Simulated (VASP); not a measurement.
A run of VASP 6.6.1 is set up as follows.

INCAR

```
SYSTEM = Zr2Cl
PREC = Accurate
ENCUT = 520
EDIFF = 1E-6
ISMEAR = 0
SIGMA = 0.1
LREAL = .FALSE.
LASPH = .TRUE.
NELM = 80
ALGO = Normal
ISIF = 2
LWAVE = .FALSE.
LCHARG = .FALSE.
GGA = PE
NBANDS = 22
```

File KPOINTS:

```
Automatic mesh
0
G
  6 6 6
  0 0 0
```

The input POSCAR:

```
Zr2Cl
1.0
    0.0000000000      3.1388012800      3.1388012800
    3.1388012800      0.0000000000      3.1388012800
    3.1388012800      3.1388012800      0.0000000000
Zr Cl
2 1
Direct
    0.7500000000      0.7500000000      0.7500000000
    0.2500000000      0.2500000000      0.2500000000
    0.0000000000      0.0000000000      0.0000000000
```

Potentials or basis: VASP PAW PBE potentials, release 64 (Zr_sv, Cl).

Run with:

```sh
$ cat potpaw_PBE.64/Zr_sv/POTCAR potpaw_PBE.64/Cl/POTCAR > POTCAR
$ mpirun -np 1 vasp_std > vasp.out
```

(1) Predict the pressure.

(2) What does it give for the band gap on the k mesh?

Results:

(1) 0.8 GPa.

(2) zero (an odd number of electrons rules out a gap without spin polarisation).

Caveat: an odd number of electrons without spin polarisation forces a metal; a magnetic or distorted state may lie lower.
